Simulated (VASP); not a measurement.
# MgB2 (P6/mmm) in VASP: a series of runs

MgB2 is run at these levels: r2SCAN; tasks: single point.

All numbers are computed with VASP 6.6.1; they aren't measurements. Logs are shortened: lines on timing, memory, paths and dates and some standing lists are left out, and cuts for length are marked.

### Step 1. The cell of the first run

Symmetry: P6/mmm, No. 191, hexagonal system. Conventional cell: a = 3.041 Å, b = 3.041 Å, c = 3.471 Å, α = 90.00°, β = 90.00°, γ = 120.00°. Within 3.3 Å of Mg (site symmetry 6/mmm) lie 12 B at 2.47 Å and 6 Mg at 3.04 Å. Within 2.3 Å of B (site symmetry -6m2) lie 3 B at 1.76 Å.

### Step 2. Single point, r2SCAN (volume scaled by 0.97, then relaxed in part)

File POSCAR:

```
MgB2
1.0
    3.0409680899      0.0000000000      0.0000000000
   -1.5204840450      2.6335556180      0.0000000000
    0.0000000000      0.0000000000      3.4707387513
Mg B
1 2
Direct
    0.0000000000      0.0000000000      0.0000000000
    0.3333333333      0.6666666667      0.5000000000
    0.6666666667      0.3333333333      0.5000000000
```

File INCAR.step1:

```
ALGO = Normal ; EDIFF = 1E-4
ENCUT = 520 ; GGA = PE
ISMEAR = 0 ; LASPH = True
LCHARG = False ; LREAL = False
LWAVE = True ; NBANDS = 11
NELM = 60 ; PREC = Accurate
SIGMA = 0.1
```

File INCAR.step2:

```
ALGO = Normal ; EDIFF = 1E-6
ENCUT = 520 ; ISIF = 2
ISMEAR = 0 ; ISTART = 1
LASPH = True ; LCHARG = False
LMIXTAU = True ; LREAL = False
LWAVE = False ; METAGGA = R2SCAN
NBANDS = 11 ; NELM = 60
PREC = Accurate ; SIGMA = 0.1
```

File KPOINTS:

```
k-points
0
Gamma
  15 15 12
```

Potentials or basis: VASP PAW PBE potentials, release 64 (Mg, B).

Launch:

```console
$ cat potpaw_PBE.64/Mg/POTCAR potpaw_PBE.64/B/POTCAR > POTCAR
$ cp INCAR.step1 INCAR
$ mpirun -np 1 vasp_std > vasp.out
$ cp INCAR.step2 INCAR
$ mpirun -np 1 vasp_std > vasp.out
```

OUTCAR:

```text
EDIFF = 1E-6
   ENCUT = 520
   ISIF = 2
   ISMEAR = 0
   ISTART = 1
   LASPH = True
   LREAL = False
   METAGGA = R2SCAN
   NELM = 60
   PREC = Accurate

 ion  position               nearest neighbor table
   1  0.000  0.000  0.000-   2 2.47   3 2.47   2 2.47   3 2.47   3 2.47   3 2.47   2 2.47   2 2.47
                             3 2.47   3 2.47   2 2.47   2 2.47
   2  0.333  0.667  0.500-   3 1.76   3 1.76   3 1.76   1 2.47   1 2.47   1 2.47   1 2.47   1 2.47
                             1 2.47
   3  0.667  0.333  0.500-   2 1.76   2 1.76   2 1.76   1 2.47   1 2.47   1 2.47   1 2.47   1 2.47
                             1 2.47

  LATTYP: Found a hexagonal cell.
 ALAT       =     3.0409680899
 C/A-ratio  =     1.1413269224

  Lattice vectors:

 A1 = (   3.0409680899,   0.0000000000,   0.0000000000)
 A2 = (  -1.5204840450,   2.6335556180,   0.0000000000)
 A3 = (   0.0000000000,   0.0000000000,   3.4707387513)

Analysis of symmetry for initial positions (statically):
=====================================================================
 Subroutine PRICEL returns:
 Original cell was already a primitive cell.

 Routine SETGRP: Setting up the symmetry group for a
 hexagonal supercell.

 Subroutine GETGRP returns: Found 24 space group operations
 (whereof 24 operations were pure point group operations)
 out of a pool of 24 trial point group operations.

The static configuration has the point symmetry D_6h.

Analysis of symmetry for dynamics (positions and initial velocities):
=====================================================================
 Subroutine PRICEL returns:
 Original cell was already a primitive cell.

 Routine SETGRP: Setting up the symmetry group for a
 hexagonal supercell.

 Subroutine GETGRP returns: Found 24 space group operations
 (whereof 24 operations were pure point group operations)
 out of a pool of 24 trial point group operations.

The dynamic configuration has the point symmetry D_6h.

 Subroutine INISYM returns: Found 24 space group operations
 (whereof 24 operations are pure point group operations),
 and found     1 'primitive' translations

----------------------------------------------------------------------------------------

                                     Primitive cell

  volume of cell :      27.7956

  direct lattice vectors                    reciprocal lattice vectors
     3.040968090  0.000000000  0.000000000     0.328842648  0.189857392  0.000000000
    -1.520484045  2.633555618  0.000000000     0.000000000  0.379714783  0.000000000
     0.000000000  0.000000000  3.470738751     0.000000000  0.000000000  0.288123098

  length of vectors
     3.040968090  3.040968090  3.470738751     0.379714783  0.379714783  0.288123098

  position of ions in fractional coordinates (direct lattice)
     0.000000000  0.000000000  0.000000000
     0.333333333  0.666666667  0.500000000
     0.666666667  0.333333333  0.500000000

  ion indices of the primitive-cell ions
   primitive index   ion index
                 1           1
                 2           2
                 3           3

----------------------------------------------------------------------------------------

 KPOINTS: k-points

Automatic generation of k-mesh.
 Grid dimensions read from file:
 generate k-points for:   15   15   12

 Generating k-lattice:

  Cartesian coordinates                     Fractional coordinates (reciprocal lattice)
     0.021922843  0.012657159  0.000000000     0.066666667  0.000000000  0.000000000
     0.000000000  0.025314319  0.000000000     0.000000000  0.066666667  0.000000000
     0.000000000  0.000000000  0.024010258     0.000000000  0.000000000  0.083333333

  Length of vectors
     0.025314319  0.025314319  0.024010258

  Shift w.r.t. Gamma in fractional coordinates (k-lattice)
     0.000000000  0.000000000  0.000000000

 Subroutine IBZKPT returns following result:
 ===========================================

 Found    189 irreducible k-points:

 Following reciprocal coordinates:
            Coordinates               Weight
  0.000000  0.000000  0.000000      1.000000
  0.066667 -0.000000  0.000000      6.000000
  0.133333  0.000000  0.000000      6.000000
  0.200000  0.000000  0.000000      6.000000
  0.266667  0.000000  0.000000      6.000000
  0.333333  0.000000  0.000000      6.000000
[... 16 lines left out ...]
  0.333333  0.200000  0.000000     12.000000
  0.400000  0.200000  0.000000      6.000000
 [... further k-points ...]
   k-points           NKPTS =    189   k-points in BZ     NKDIM =    189   number of bands    NBANDS=     11
   number of dos      NEDOS =    301   number of ions     NIONS =      3
   total plane-waves  NPLWV =  16128
   dimension x,y,z NGX =    24 NGY =   24 NGZ =   28
   dimension x,y,z NGXF=    48 NGYF=   48 NGZF=   56
   ions per type =               1   2
   NGX,Y,Z   is equivalent  to a cutoff of  13.12, 13.12, 13.41 a.u.
   NGXF,Y,Z  is equivalent  to a cutoff of  26.24, 26.24, 26.82 a.u.
 SYSTEM =  unknown system
   PREC   = accura    normal or accurate (medium, high low for compatibility)
   ISTART =      1    job   : 0-new  1-cont  2-samecut
   ICHARG =      0    charge: 1-file 2-atom 10-const
   ISPIN  =      1    spin polarized calculation?
   LNONCOLLINEAR =      F non collinear calculations
   LSORBIT =      F    spin-orbit coupling
   LASPH  =      T    aspherical Exc in radial PAW
   ENCUT  =  520.0 eV  38.22 Ry    6.18 a.u.   5.65  5.65  6.45*2*pi/ulx,y,z
   NELM   =     60;   NELMIN=  2; NELMDL=  0     # of ELM steps
   EDIFF  = 0.1E-05   stopping-criterion for ELM
   LREAL  =      F    real-space projection
   EDIFFG = 0.1E-04   stopping-criterion for IOM
   NSW    =      0    number of steps for IOM
   IBRION =     -1    ionic relax: 0-MD 1-quasi-New 2-CG
   NFREE  =      0    steps in history (QN), initial steepest desc. (CG)
   ISIF   =      2    stress and relaxation
   ISYM   =      2    0-nonsym 1-usesym 2-fastsym
   POTIM  = 0.5000    time-step for ionic-motion
   TEBEG  =    0.0;   TEEND  =   0.0 temperature during run
   PSTRESS=    0.0 pullay stress
   NELECT =       8.0000    total number of electrons
   NUPDOWN=      -1.0000    fix difference up-down
   EMIN   =  10.00;   EMAX   =-10.00  energy-range for DOS
   EFERMI =   0.00;   METHOD = LEGACY
   ISMEAR =     0;   SIGMA  =   0.10  broadening in eV -4-tet -1-fermi 0-gaus
   EFERMI_NEDOS =   21; number of points for ismear=-14 and -15
   IALGO  =     38    algorithm
   IMIX   =      4    mixing-type and parameters
     AMIX     =   0.40;   BMIX     =  1.00
     AMIX_MAG =   1.60;   BMIX_MAG =  1.00
  volume/ion in A,a.u.               =       9.27        62.52
  Fermi-wavevector in a.u.,A,eV,Ry     =   1.080885  2.042576 15.895848  1.168312
  Thomas-Fermi vector in A             =   2.216887
   LORBIT       =      0    0 simple, 1 ext, 2 COOP (PROOUT), +10 PAW based schemes
   METAGGA = R2SCAN    functional components
   LHFCALC =     F    Hartree Fock is set to
   AEXX    =    0.0000 exact exchange contribution
   IVDW    =     0    specifies the selected vdW correction
   LEPSILON=     F    determine dielectric tensor
   LRPA    =     F    only Hartree local field effects (RPA)
 non-spin polarized calculation
 Gauss-broadening in eV      SIGMA  =   0.10
  energy-cutoff  :      520.00
  volume of cell :       27.80
 maximum number of plane-waves:       765
 NGX is ok and might be reduce to    24
   NGX = 11   NGY = 11   NGZ = 13

 number of electron       8.0000000 magnetization

 Free energy of the ion-electron system (eV)
  ---------------------------------------------------
  ext. energy  EPLUGINS =         0.00000000
  ---------------------------------------------------
  free energy    TOTEN  =       -19.39580641 eV

  energy without entropy =      -19.39242321  energy(sigma->0) =      -19.39411481

 E-fermi :   5.5849     XC(G=0): -11.7111

 val. band max:        5.5835607306   @ k =   0.0667  -0.0000   0.0833
 cond. band min:       5.5877708392   @ k =   0.4000  -0.0000   0.5000
 fundamental gap:      0.0042101086
 Fermi energy:         5.5849401675

 k-point     1 :       0.0000    0.0000    0.0000
  band No.  band energies     occupation
      1      -7.9063      2.00000
      2       2.3680      2.00000
      3       5.9997      0.00000
      4       5.9998      0.00000
      5       7.6852      0.00000
      6      12.3900      0.00000
      7      12.3900      0.00000
      8      14.5421      0.00000
      9      16.7753      0.00000
     10      19.9109      0.00000
     11      23.2756      0.00000

 k-point     2 :       0.0667   -0.0000    0.0000
  band No.  band energies     occupation
      1      -7.8227      2.00000
      2       2.4497      2.00000
      3       5.5553      1.32525
      4       5.7902      0.00369
      5       7.7528      0.00000
      6      12.3877      0.00000
      7      12.7725      0.00000
      8      14.7257      0.00000
      9      16.4401      0.00000
     10      20.3058      0.00000
     11      22.8963      0.00000

 k-point     3 :       0.1333    0.0000    0.0000
  band No.  band energies     occupation
      1      -7.5727      2.00000
      2       2.6938      2.00000
      3       4.4449      2.00000
      4       5.2865      1.99998
      5       7.9675      0.00000
      6      12.2121      0.00000
      7      13.7913      0.00000
      8      15.2589      0.00000
      9      15.5224      0.00000
     10      21.3674      0.00000
     11      22.1125      0.00000
[... 267 lines left out ...]
 k-point    23 :       0.3333    0.2000    0.0000
  band No.  band energies     occupation
      1      -3.9822      2.00000
      2      -1.5823      2.00000
      3       0.9025      2.00000
      4       5.9825      0.00000
      5       9.0883      0.00000
      6      11.2875      0.00000
      7      12.6396      0.00000
      8      14.9708      0.00000
      9      16.2546      0.00000
     10      18.8383      0.00000
     11      19.6577      0.00000

 k-point    24 :       0.4000    0.2000    0.0000
  band No.  band energies     occupation
      1      -3.2381      2.00000
      2      -2.4289      2.00000
      3       0.7993      2.00000
      4       6.4059      0.00000
      5       8.5700      0.00000
      6      11.9141      0.00000
      7      12.1050      0.00000
      8      14.9306      0.00000
      9      16.0955      0.00000
     10      18.8677      0.00000
     11      20.7366      0.00000

 [... further k-points ...]
[... 5 lines left out ...]
  --------------------------------------------------------------------------------------
  -------------------------------------------------------------------------------------
  Total        0.7863156      0.7863156      0.7065348     -0.0000000     -0.0000000     -0.0000000
  in kB       45.3243106     45.3243106     40.7256342     -0.0000000     -0.0000000     -0.0000000
  external PRESSURE =      43.7914185 kB  Pullay stress =       0.0000000 kB

 VOLUME and BASIS-vectors are now :
 -----------------------------------------------------------------------------
  energy-cutoff  :      520.00
  volume of cell :       27.80
      direct lattice vectors                 reciprocal lattice vectors
     3.040968090  0.000000000  0.000000000     0.328842648  0.189857392  0.000000000
    -1.520484045  2.633555618  0.000000000     0.000000000  0.379714783  0.000000000
     0.000000000  0.000000000  3.470738751     0.000000000  0.000000000  0.288123098

 POSITION                                       TOTAL-FORCE (eV/Angst)
 -----------------------------------------------------------------------------------
      0.00000      0.00000      0.00000         0.000000      0.000000      0.000000
     -0.00000      1.75570      1.73537        -0.000000      0.000000      0.000000
      1.52048      0.87785      1.73537         0.000000     -0.000000      0.000000
 -----------------------------------------------------------------------------------
    total drift:                                0.000000     -0.000000      0.000000

  FREE ENERGIE OF THE ION-ELECTRON SYSTEM (eV)
  ---------------------------------------------------
  free  energy   TOTEN  =       -19.3958064084 eV

  energy  without entropy=      -19.3924232139  energy(sigma->0) =      -19.39411481
```

Run time: 83 s. Hardware: 1 thread of Intel Xeon Platinum 8488C (Sapphire Rapids), shared host; peak memory 0.19 GiB.

Results:

```
Free energy            : -19.3958 eV
Pressure               : 4.4 GPa
Band gap on the k mesh : zero (band 4 reaches 7.52 eV, above the bottom of band 5 at 3.42 eV)
```

Caveat: the PAW data sets were made with another functional, which shifts forces and pressure a little.

[end of part 1 of 2]
